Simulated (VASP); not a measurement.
CuAu: single point with PBEsol

CuAu:

```xyz
2
Lattice="2.7919 0.0000 0.0000 0.0000 2.7919 0.0000 0.0000 0.0000 3.6603" Properties=species:S:1:pos:R:3 pbc="T T T"
Au    0.0000    0.0000    0.0000
Cu    1.3959    1.3959    1.8301
```

```yaml
Program: VASP 6.6.1
Task: single point
Functional: PBEsol
Potentials_or_basis: VASP PAW PBE potentials, release 64 (Au, Cu)
Cutoff: 520 eV
k_mesh: 9 × 9 × 7
Occupations: fermi-dirac, width 0.05 eV
Spin: no spin polarisation
Dipole_correction: no
Further_INCAR_settings: ALGO = Normal; EDIFF = 1e-07; NBANDS = 18
```

| Quantity | Value |
| --- | --- |
| Pressure | -0.7 GPa |
| Band gap on the k mesh | zero (band 11 reaches 12.33 eV, above the bottom of band 12 at 6.86 eV) |

Stress tensor (GPa, compression positive):
```
-0.56  0.00  0.00
 0.00 -0.56  0.00
 0.00  0.00 -1.06
```

Levels at points of the mesh, in eV from the Fermi level:
```
           k point  band 7  band 8  band 9  band 10  band 11  band 12  band 13  band 14  band 15  band 16
(0.00, 0.00, 0.00)   -2.85   -2.12   -1.66    -1.43    -1.43     2.07     8.23    10.10    10.10    16.93
```

Wall time 20 s on 1 thread of Intel(R) Xeon(R) Platinum 8488C (Sapphire Rapids), on a shared host, peak memory 0.16 GiB.

Caveat: the PAW data sets were made with another functional, which shifts forces and pressure a little; spin-orbit coupling is left out, which moves the levels of the heavy elements.
